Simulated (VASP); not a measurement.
# BeZn3Se4 (Pmm2) in VASP: a series of runs, part 3 of 3

VASP 6.6.1. The steps go on from the part before.

### Step 4. Single point, PBE

The input, INCAR:

```
PREC = Accurate
ENCUT = 520
EDIFF = 1E-7
ISMEAR = 0
SIGMA = 0.02
LREAL = False
LASPH = True
NELM = 60
ALGO = Normal
ISIF = 2
LWAVE = False
LCHARG = False
GGA = PE
NBANDS = 41
```

The input, KPOINTS:

```
regular mesh
0
Gamma
  8 4 6
```

The input, POSCAR:

```
BeZn3Se4
1.0
    3.9447850000      0.0000000000      0.0000000000
    0.0000000000      7.9054789000      0.0000000000
    0.0000000000      0.0000000000      5.6089789000
Be Zn Se
1 3 4
Direct
    0.5000000000      0.0000000000      0.5047950000
    0.0000000000      0.7624020000      0.0003780000
    0.0000000000      0.2375980000      0.0003780000
    0.5000000000      0.5000000000      0.4982920000
    0.5000000000      0.7667240000      0.7358410000
    0.0000000000      0.0000000000      0.2872140000
    0.5000000000      0.2332760000      0.7358410000
    0.0000000000      0.5000000000      0.2372610000
```

Potentials or basis: VASP PAW PBE potentials, release 64 (Be, Zn, Se).

Started as:

```bash
$ cat potpaw_PBE.64/Be/POTCAR potpaw_PBE.64/Zn/POTCAR potpaw_PBE.64/Se/POTCAR > POTCAR
$ mpirun -np 1 vasp_std > vasp.out
```

OUTCAR:

```text
PREC = Accurate
   ENCUT = 520
   EDIFF = 1E-7
   ISMEAR = 0
   LREAL = False
   LASPH = True
   NELM = 60
   ISIF = 2
   GGA = PE

 ion  position               nearest neighbor table
   1  0.500  0.000  0.505-   7 2.25   5 2.25   6 2.32   6 2.32
   2  0.000  0.762  0.000-   8 2.46   5 2.47   5 2.47   6 2.47
   3  0.000  0.238  0.000-   8 2.46   7 2.47   7 2.47   6 2.47
   4  0.500  0.500  0.498-   8 2.46   8 2.46   5 2.49   7 2.49
[... 1273 lines left out ...]
  -------------------------------------------------------------------------------------
  Total        0.2351581      0.2155103      0.2269295      0.0000000      0.0000000      0.0000000
  in kB        2.1539477      1.9739821      2.0785777      0.0000000      0.0000000      0.0000000
  external PRESSURE =       2.0688358 kB  Pullay stress =       0.0000000 kB

 VOLUME and BASIS-vectors are now :
 -----------------------------------------------------------------------------
  energy-cutoff  :      520.00
  volume of cell :      174.92
      direct lattice vectors                 reciprocal lattice vectors
     3.944785000  0.000000000  0.000000000     0.253499240  0.000000000  0.000000000
     0.000000000  7.905478900  0.000000000     0.000000000  0.126494551  0.000000000
     0.000000000  0.000000000  5.608978900     0.000000000  0.000000000  0.178285570

 POSITION                                       TOTAL-FORCE (eV/Angst)
 -----------------------------------------------------------------------------------
      1.97239      0.00000      2.83138        -0.000000      0.000000      0.000549
      0.00000      6.02715      0.00212         0.000000      0.004464      0.002778
      0.00000      1.87833      0.00212         0.000000     -0.004464      0.002778
      1.97239      3.95274      2.79491        -0.000000      0.000000      0.005090
      1.97239      6.06132      4.12732        -0.000000      0.007242     -0.011064
      0.00000      0.00000      1.61098        -0.000000      0.000000      0.008801
      1.97239      1.84416      4.12732        -0.000000     -0.007242     -0.011064
      0.00000      3.95274      1.33079        -0.000000      0.000000      0.002131
 -----------------------------------------------------------------------------------
    total drift:                                0.000000      0.000000      0.000796

  FREE ENERGIE OF THE ION-ELECTRON SYSTEM (eV)
  ---------------------------------------------------
  free  energy   TOTEN  =       -26.8130453744 eV

  energy  without entropy=      -26.8130453744  energy(sigma->0) =      -26.81304537
```

Run time: 5.2 min. Hardware: 1 thread of Intel Xeon 6975P-C (Granite Rapids), shared host; peak memory 0.49 GiB.

Results:

```yaml
Free_energy: -26.8130 eV
Pressure: 0.2 GPa
Largest_force: 0.013 eV/Å
Band_gap_on_the_k_mesh: 1.65 eV, direct
```

Forces on the atoms (eV/Å):
```
Be   0.000  0.000  0.001
Zn   0.000  0.004  0.003
Zn   0.000 -0.004  0.003
Zn   0.000  0.000  0.005
Se   0.000  0.007 -0.011
Se   0.000  0.000  0.009
Se   0.000 -0.007 -0.011
Se   0.000  0.000  0.002
```

Levels at points of the mesh, in eV from the valence-band top:
```tsv
k point	band 27	band 28	band 29	band 30	band 31	band 32	band 33	band 34	band 35	band 36
(0.00, 0.00, 0.00)	-1.09	-0.77	-0.15	-0.06	0.00	1.65	2.77	3.51	4.32	4.46
(0.50, 0.00, 0.00)	-2.33	-2.13	-2.10	-1.15	-0.81	2.86	2.91	3.19	3.44	4.41
(0.00, 0.50, 0.00)	-1.57	-1.01	-0.97	-0.34	-0.08	3.26	3.31	3.38	3.94	5.13
(0.50, 0.50, 0.00)	-2.26	-2.24	-1.94	-1.81	-1.76	3.82	3.84	4.10	4.14	4.23
(0.00, 0.00, 0.50)	-1.11	-1.00	-0.84	-0.82	-0.70	2.63	2.74	3.65	4.10	4.27
(0.50, 0.00, 0.50)	-2.70	-1.15	-0.97	-0.88	-0.70	2.52	2.76	5.48	5.51	5.54
(0.00, 0.50, 0.50)	-1.19	-1.04	-0.96	-0.88	-0.86	3.41	3.53	3.64	3.74	5.53
(0.50, 0.50, 0.50)	-2.36	-1.61	-1.51	-1.48	-1.44	3.96	4.09	4.28	4.91	5.33
```

### Step 5. Single point, PBE

The input, INCAR:

```
SYSTEM = BeZn3Se4
  ALGO = Normal
  EDIFF = 1E-6
  ENCUT = 520
  GGA = PE
  ISIF = 2
  ISMEAR = 0
  LASPH = .TRUE.
  LCHARG = .TRUE.
  LELF = .TRUE.
  LREAL = .FALSE.
  LVHAR = .TRUE.
  LWAVE = .FALSE.
  NBANDS = 41
  NELM = 80
  PREC = Accurate
  SIGMA = 0.01
```

The input, KPOINTS:

```
k-points
0
G
  8 4 6
  0 0 0
```

The input, POSCAR:

```
BeZn3Se4
1.0
    3.9450513085      0.0000000000      0.0000000000
    0.0000000000      7.9057725709      0.0000000000
    0.0000000000      0.0000000000      5.6087492242
Be Zn Se
1 3 4
Direct
    0.5000000000      0.0000000000      0.5048926484
    0.0000000000      0.7624589333      0.0004147273
    0.0000000000      0.2375410667      0.0004147273
    0.5000000000      0.5000000000      0.4982673719
    0.5000000000      0.7667455821      0.7357647973
    0.0000000000      0.0000000000      0.2871629569
    0.5000000000      0.2332544179      0.7357647973
    0.0000000000      0.5000000000      0.2373179735
```

Started as:

```bash
$ cat potpaw_PBE.64/Be/POTCAR potpaw_PBE.64/Zn/POTCAR potpaw_PBE.64/Se/POTCAR > POTCAR
$ mpirun -np 1 vasp_std > vasp.out
```

Wall time 4.9 min (1 thread of Intel Xeon 6975P-C (Granite Rapids), shared host); peak memory 0.48 GiB.

The run converged. Its results:

```
Free energy            : -26.8131 eV
Pressure               : 0.2 GPa
Largest force          : 0.014 eV/Å
Band gap on the k mesh : 1.65 eV, direct
```

Forces on the atoms (eV/Å):
```
Be   0.000  0.000 -0.005
Zn   0.000  0.001  0.000
Zn   0.000 -0.001  0.000
Zn   0.000  0.000  0.006
Se   0.000  0.005 -0.006
Se   0.000  0.000  0.014
Se   0.000 -0.005 -0.006
Se   0.000  0.000 -0.003
```

Levels at points of the mesh, in eV from the valence-band top:
```tsv
k point	band 29	band 30	band 31	band 32	band 33	band 34
(0.00, 0.00, 0.00)	-0.15	-0.06	0.00	1.65	2.77	3.51
(0.50, 0.00, 0.00)	-2.10	-1.15	-0.81	2.86	2.91	3.19
(0.00, 0.50, 0.00)	-0.97	-0.34	-0.08	3.26	3.31	3.38
(0.50, 0.50, 0.00)	-1.94	-1.81	-1.76	3.82	3.84	4.10
(0.00, 0.00, 0.50)	-0.84	-0.82	-0.70	2.63	2.74	3.65
(0.50, 0.00, 0.50)	-0.97	-0.88	-0.70	2.52	2.76	5.48
(0.00, 0.50, 0.50)	-0.96	-0.88	-0.86	3.41	3.53	3.64
(0.50, 0.50, 0.50)	-1.51	-1.48	-1.44	3.96	4.09	4.28
```

### Step 6. Single point, PBEsol

The input, INCAR:

```
SYSTEM = BeZn3Se4
PREC = Accurate
ENCUT = 520
EDIFF = 1E-6
ISMEAR = 0
SIGMA = 0.02
LREAL = .False.
LASPH = .True.
NELM = 60
ALGO = Normal
ISIF = 2
LWAVE = .False.
LCHARG = .False.
GGA = PS
NBANDS = 41
```

The input, KPOINTS:

```
Automatic mesh
0
Gamma
  8 4 6
  0 0 0
```

The input, POSCAR:

```
BeZn3Se4
1.0
    3.9447850000      0.0000000000      0.0000000000
    0.0000000000      7.9054789000      0.0000000000
    0.0000000000      0.0000000000      5.6089789000
Be Zn Se
1 3 4
Direct
    0.5000000000      0.0000000000      0.5047950000
    0.0000000000      0.7624020000      0.0003780000
    0.0000000000      0.2375980000      0.0003780000
    0.5000000000      0.5000000000      0.4982920000
    0.5000000000      0.7667240000      0.7358410000
    0.0000000000      0.0000000000      0.2872140000
    0.5000000000      0.2332760000      0.7358410000
    0.0000000000      0.5000000000      0.2372610000
```

Potentials or basis: VASP PAW PBE potentials, release 64 (Be, Zn, Se).

Started as:

```bash
$ cat potpaw_PBE.64/Be/POTCAR potpaw_PBE.64/Zn/POTCAR potpaw_PBE.64/Se/POTCAR > POTCAR
$ mpirun -np 1 vasp_std > vasp.out
```

It took 11 min on 1 thread of Oxide Virtual Turin-like, shared host; peak memory 0.46 GiB.

Results (log left out):

```yaml
Free_energy: -29.5901 eV
Pressure: -2.7 GPa
Largest_force: 0.125 eV/Å
Band_gap_on_the_k_mesh: 1.54 eV, direct
```

Forces on the atoms (eV/Å):
```
Be   0.000  0.000 -0.010
Zn   0.000 -0.002  0.001
Zn   0.000  0.002  0.001
Zn   0.000  0.000 -0.021
Se   0.000 -0.081  0.066
Se   0.000  0.000 -0.125
Se   0.000  0.081  0.066
Se   0.000  0.000  0.023
```

Stress tensor (GPa, compression positive):
```
-2.62  0.00  0.00
 0.00 -2.67  0.00
 0.00  0.00 -2.71
```

Levels at points of the mesh, in eV from the valence-band top:
```csv
k point,band 27,band 28,band 29,band 30,band 31,band 32,band 33,band 34,band 35,band 36
"(0.00, 0.00, 0.00)",-1.10,-0.78,-0.16,-0.06,0.00,1.54,2.65,3.43,4.25,4.39
"(0.50, 0.00, 0.00)",-2.35,-2.15,-2.12,-1.16,-0.82,2.72,2.77,3.10,3.37,4.34
"(0.00, 0.50, 0.00)",-1.59,-1.03,-0.99,-0.34,-0.08,3.19,3.23,3.28,3.82,5.05
"(0.50, 0.50, 0.00)",-2.29,-2.27,-1.96,-1.84,-1.79,3.74,3.76,3.98,4.02,4.10
"(0.00, 0.00, 0.50)",-1.13,-1.00,-0.85,-0.83,-0.71,2.54,2.66,3.54,4.00,4.20
"(0.50, 0.00, 0.50)",-2.74,-1.15,-0.98,-0.89,-0.71,2.43,2.68,5.36,5.39,5.50
"(0.00, 0.50, 0.50)",-1.20,-1.06,-0.98,-0.89,-0.87,3.34,3.45,3.56,3.68,5.45
"(0.50, 0.50, 0.50)",-2.39,-1.62,-1.53,-1.50,-1.46,3.89,4.02,4.21,4.83,5.21
```

Caveat: the PAW data sets were made with another functional, which shifts forces and pressure a little. As with any semilocal functional, this PBEsol gap is likely too small.

### Step 7. The runs side by side

| level | cell | k mesh | smearing | gap on the mesh (eV) | pressure (GPa) | largest force (eV/Å) |
| --- | --- | --- | --- | --- | --- | --- |
| PBE | a = 3.945, b = 7.905, c = 5.609 Å, 8 atoms | 4 × 2 × 4 | gaussian 0.1 eV | 1.65 | 0.3 | 0.04 |
| PBE | a = 3.945, b = 7.905, c = 5.609 Å, 8 atoms | 8 × 4 × 6 | gaussian 0.02 eV | 1.65 | 0.2 | 0.01 |
| PBE | a = 3.945, b = 7.906, c = 5.609 Å, 8 atoms | 8 × 4 × 6 | gaussian 0.01 eV | 1.65 | 0.2 | 0.01 |
| PBEsol | a = 3.945, b = 7.905, c = 5.609 Å, 8 atoms | 8 × 4 × 6 | gaussian 0.02 eV | 1.54 | -2.7 | 0.13 |

Alike in all rows: task single point; potentials or basis VASP PAW PBE potentials, release 64 (Be, Zn, Se); no spin polarisation; cutoff (eV) 520.

On the cell as given the gap runs from 1.54 eV (PBEsol) to 1.65 eV (PBE); the meshes differ, which moves gaps too. The pressure there spans -2.7 GPa (PBEsol) to 0.3 GPa (PBE); a positive pressure means that this level wants a larger cell, a negative one a smaller.

Caveats: the PAW data sets were made with another functional, which shifts forces and pressure a little (some runs).

Absolute energies hang on the potentials; compare differences alone.
